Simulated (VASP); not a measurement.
# C in VASP: notebook, part 2 of 2

VASP 6.6.1.

## Step 3: Single point, PBE+D3(BJ) (atoms displaced along several vibrational modes)

File INCAR:

```
PREC = Accurate ; ENCUT = 520
EDIFF = 1E-7 ; ISMEAR = 0
SIGMA = 0.15 ; LREAL = False
LASPH = True ; NELM = 60
ALGO = Normal ; ISIF = 2
LWAVE = False ; LCHARG = False
GGA = PE ; IVDW = 12
NBANDS = 16
```

File KPOINTS:

```
regular mesh
0
Gamma
  18 12 10
```

File POSCAR:

```
C
1.0
   -2.4646600698      0.0000000000      0.0000000000
    0.0000000000      0.0000000000     -3.5719696368
    0.0000000000     -4.2689164642      0.0000000000
C
4
Direct
    0.5000000000      0.0000000000      0.1722887022
    0.0000000000      0.0000000000      0.6610446312
    0.0000000000      0.0000000000      0.3277112978
    0.5000000000      0.0000000000      0.8389553688
```

Potentials or basis: VASP PAW PBE potentials, release 64 (C).

Started as:

```bash
cat potpaw_PBE.64/C/POTCAR > POTCAR
mpirun -np 1 vasp_std > vasp.out
```

OUTCAR:

```text
PREC = Accurate
   ENCUT = 520
   EDIFF = 1E-7
   ISMEAR = 0
   LREAL = False
   LASPH = True
   NELM = 60
   ISIF = 2
   GGA = PE
   IVDW = 12
 IVDW          = 12

 ion  position               nearest neighbor table
   1  0.500  0.000  0.172-   3 1.40   3 1.40   4 1.42
   2  0.000  0.000  0.661-   3 1.42   4 1.45   4 1.45
   3  0.000  0.000  0.328-   1 1.40   1 1.40   2 1.42
   4  0.500  0.000  0.839-   1 1.42   2 1.45   2 1.45

  LATTYP: Found a simple orthorhombic cell.
 ALAT       =     2.4646600698
 B/A-ratio  =     1.4492747623
 C/A-ratio  =     1.7320508075

  Lattice vectors:

 A1 = (  -2.4646600698,   0.0000000000,   0.0000000000)
 A2 = (   0.0000000000,   0.0000000000,  -3.5719696368)
 A3 = (   0.0000000000,  -4.2689164642,   0.0000000000)

Analysis of symmetry for initial positions (statically):
=====================================================================
 Subroutine PRICEL returns:
 Original cell was already a primitive cell.

 Routine SETGRP: Setting up the symmetry group for a
 simple orthorhombic supercell.

 Subroutine GETGRP returns: Found  8 space group operations
 (whereof  4 operations were pure point group operations)
[... 174 lines left out ...]
 fundamental gap:      0.0101704224
 Fermi energy:         4.1626371668

 k-point     1 :       0.0000    0.0000    0.0000
  band No.  band energies     occupation
      1     -15.4611      2.00000
      2     -10.1494      2.00000
      3      -9.1328      2.00000
      4      -2.7194      2.00000
      5      -2.3665      2.00000
      6       1.1548      2.00000
[... 433 lines left out ...]
      3      -8.7051      2.00000
      4      -4.1533      2.00000
      5      -2.5431      2.00000
      6      -0.4798      2.00000
[... 8 lines left out ...]
     15      15.8249      0.00000
     16      16.3604      0.00000

 [... further k-points ...]

------------------------ aborting loop because EDIFF is reached ----------------------------------------

 Edisp (eV)   -0.57881

 E8    (eV) :    -0.1626

  FORCE on cell =-STRESS in cart. coord.  units (eV):
  Direction    XX          YY          ZZ          XY          YZ          ZX
  --------------------------------------------------------------------------------------
  -------------------------------------------------------------------------------------
  Total       0.45046     0.15304    -0.02237     0.00000     0.00000     0.00000
  in kB      19.20362     6.52414    -0.95363     0.00000     0.00000     0.00000
  external pressure =        8.26 kB  Pullay stress =        0.00 kB

 VOLUME and BASIS-vectors are now :
 -----------------------------------------------------------------------------
  energy-cutoff  :      520.00
  volume of cell :       37.58
      direct lattice vectors                 reciprocal lattice vectors
    -2.464660070  0.000000000  0.000000000    -0.405735465  0.000000000  0.000000000
     0.000000000  0.000000000 -3.571969637     0.000000000  0.000000000 -0.279957587
     0.000000000 -4.268916464  0.000000000     0.000000000 -0.234251480  0.000000000

 POSITION                                       TOTAL-FORCE (eV/Angst)
 -----------------------------------------------------------------------------------
     -1.23233     -0.73549      0.00000         0.000000      1.915981      0.000000
      0.00000     -2.82194      0.00000         0.000000     -1.878713      0.000000
      0.00000     -1.39897      0.00000         0.000000     -1.915981      0.000000
     -1.23233     -3.58143      0.00000         0.000000      1.878713      0.000000
 -----------------------------------------------------------------------------------
    total drift:                               -0.000000     -0.000000     -0.000000

  FREE ENERGIE OF THE ION-ELECTRON SYSTEM (eV)
  ---------------------------------------------------
  free  energy   TOTEN  =       -37.3449965408 eV

  energy  without entropy=      -37.3445921128  energy(sigma->0) =      -37.34479433
```

OSZICAR:

```text
N       E                     dE             d eps       ncg     rms          rms(c)
DAV:   1     0.349121729355E+02    0.34912E+02   -0.78194E+03 13464   0.914E+02
DAV:   2    -0.363421126064E+02   -0.71254E+02   -0.64780E+02 19032   0.191E+02
DAV:   3    -0.391768110676E+02   -0.28347E+01   -0.28192E+01 17760   0.354E+01
DAV:   4    -0.392009501659E+02   -0.24139E-01   -0.24133E-01 16888   0.393E+00
DAV:   5    -0.392013442482E+02   -0.39408E-03   -0.39407E-03 17400   0.479E-01    0.896E+00
DAV:   6    -0.373507902154E+02    0.18506E+01   -0.12969E+00 15832   0.714E+00    0.523E+00
DAV:   7    -0.367546137405E+02    0.59618E+00   -0.15162E+00 16992   0.771E+00    0.152E+00
DAV:   8    -0.367640388665E+02   -0.94251E-02   -0.50602E-02 16672   0.131E+00    0.460E-01
DAV:   9    -0.367658520985E+02   -0.18132E-02   -0.14765E-03 15960   0.302E-01    0.657E-02
DAV:  10    -0.367661356887E+02   -0.28359E-03   -0.13816E-04 15264   0.847E-02    0.250E-02
DAV:  11    -0.367661853392E+02   -0.49651E-04   -0.38328E-05 14784   0.395E-02    0.439E-03
DAV:  12    -0.367661860170E+02   -0.67782E-06   -0.15526E-06 17968   0.838E-03    0.206E-03
DAV:  13    -0.367661861446E+02   -0.12752E-06   -0.16312E-07 14056   0.303E-03    0.824E-04
DAV:  14    -0.367661860863E+02    0.58237E-07   -0.88916E-09 13496   0.731E-04
   1 F= -.37344997E+02 E0= -.37344794E+02  d E =-.404428E-03
```

stdout:

```text
POSCAR found type information on POSCAR C
 POSCAR found :  1 types and       4 ions
 scaLAPACK will be used
 LDA part: xc-table for (Slater+PW92), standard interpolation
 POSCAR, INCAR and KPOINTS ok, starting setup
 FFT: planning ... GRIDC
 FFT: planning ... GRID_SOFT
 FFT: planning ... GRID
 WAVECAR not read
 entering main loop
```

Wall time 5 min (1 thread of Intel Xeon 8259CL, shared host); peak memory 0.3 GiB.

What came out:

| Property | Result |
| --- | --- |
| Free energy | -37.3450 eV |
| Pressure | 0.8 GPa |
| Largest force | 1.916 eV/Å |
| Band gap on the k mesh | zero (bands 8 and 9 overlap by 0.91 eV) |
| Dispersion energy per atom | -0.145 eV |

Forces in eV/Å, atoms in the order of the input:
```
C    0.000  1.916  0.000
C    0.000 -1.879  0.000
C    0.000 -1.916  0.000
C    0.000  1.879  0.000
```

Stress tensor (GPa, compression positive):
```
 1.92  0.00  0.00
 0.00  0.65  0.00
 0.00  0.00 -0.10
```

Caveat: the cell differs from its parent crystal (atoms displaced along several vibrational modes); forces of over 1 eV/Å act on the atoms, so gaps and moduli don't describe the material at rest.

## Step 4: Single point, PBE+D3(BJ) (atoms displaced along several vibrational modes)

File INCAR:

```
PREC = Accurate
ENCUT = 520
EDIFF = 1E-7
ISMEAR = 0
SIGMA = 0.15
LREAL = False
LASPH = True
NELM = 60
ALGO = Normal
ISIF = 2
LWAVE = False
LCHARG = False
GGA = PE
IVDW = 12
NBANDS = 16
```

KPOINTS is that of step 3.

File POSCAR:

```
C
1.0
   -2.4646600698      0.0000000000      0.0000000000
    0.0000000000      0.0000000000     -3.5719696368
    0.0000000000     -4.2689164642      0.0000000000
C
4
Direct
    0.5000000000      0.0000000000      0.1610446312
    0.0000000000      0.0000000000      0.6610446312
    0.0000000000      0.0000000000      0.3389553688
    0.5000000000      0.0000000000      0.8389553688
```

Started as:

```bash
cat potpaw_PBE.64/C/POTCAR > POTCAR
mpirun -np 1 vasp_std > vasp.out
```

It took 4.7 min on 1 thread of Intel Xeon 8259CL, shared host; peak memory 0.29 GiB.

It converged, with:

```
Free energy                : -37.3067 eV
Pressure                   : 1.4 GPa
Largest force              : 2.730 eV/Å
Band gap on the k mesh     : zero (bands 8 and 9 overlap by 0.29 eV)
Dispersion energy per atom : -0.145 eV
```

Forces in eV/Å, atoms in the order of the input:
```
C    0.000 -2.730  0.000
C    0.000 -2.730  0.000
C    0.000  2.730  0.000
C    0.000  2.730  0.000
```

Stress tensor (GPa, compression positive):
```
-2.74  0.00  0.00
 0.00  7.26  0.00
 0.00  0.00 -0.16
```

Levels at points of the mesh, in eV from the Fermi level:
| k point | band 5 | band 6 | band 7 | band 8 | band 9 | band 10 | band 11 | band 12 |
| --- | --- | --- | --- | --- | --- | --- | --- | --- |
| (0.00, 0.00, 0.00) | -6.10 | -3.72 | -2.29 | -1.46 | 1.78 | 3.85 | 7.39 | 7.44 |
| (0.50, 0.00, 0.00) | -9.31 | -9.31 | -2.30 | -2.30 | 3.57 | 3.57 | 9.24 | 9.24 |
| (0.00, 0.50, 0.00) | -6.07 | -3.70 | -2.49 | -2.27 | 0.57 | 7.44 | 7.69 | 9.19 |
| (0.50, 0.50, 0.00) | -9.25 | -9.25 | -3.39 | -3.39 | 2.73 | 2.73 | 10.20 | 10.20 |
| (0.00, 0.00, 0.50) | -5.14 | -5.14 | -4.62 | -4.62 | 5.69 | 5.69 | 7.42 | 7.42 |
| (0.50, 0.00, 0.50) | -6.54 | -6.54 | -2.02 | -2.02 | 2.69 | 2.69 | 7.13 | 7.13 |
| (0.00, 0.50, 0.50) | -6.48 | -6.48 | -4.59 | -4.59 | 6.79 | 6.79 | 8.46 | 8.46 |
| (0.50, 0.50, 0.50) | -6.51 | -6.51 | -2.99 | -2.99 | 1.35 | 1.35 | 7.37 | 7.37 |

Caveat: the cell differs from its parent crystal (atoms displaced along several vibrational modes); the stress differs along the axes, from -3 to 7 GPa; forces of over 1 eV/Å act on the atoms, so gaps and moduli don't describe the material at rest.

## Step 5: Summary

| cell | gap on the mesh (eV) | pressure (GPa) | largest force (eV/Å) |
| --- | --- | --- | --- |
| as given, atomic positions A | none | 5.3 | 8.27 |
| as given, atomic positions B | none | 0.8 | 1.92 |
| as given, atomic positions C | none | 1.4 | 2.73 |

Alike in all rows: task single point; level PBE+D3(BJ); potentials or basis VASP PAW PBE potentials, release 64 (C); no spin polarisation; k mesh 18 × 12 × 10; cutoff (eV) 520; smearing gaussian 0.15 eV.

Caveats: forces of over 1 eV/Å act on the atoms, so gaps and moduli don't describe the material at rest; the stress differs along the axes, from -4 to 19 GPa (at least some runs); the stress differs along the axes, from -3 to 7 GPa (at least some runs).

Total energies depend on the potentials used, so only differences within one code and one set of settings carry meaning.

The gap in the log of VASP goes by the Fermi energy; the results here count the filled bands.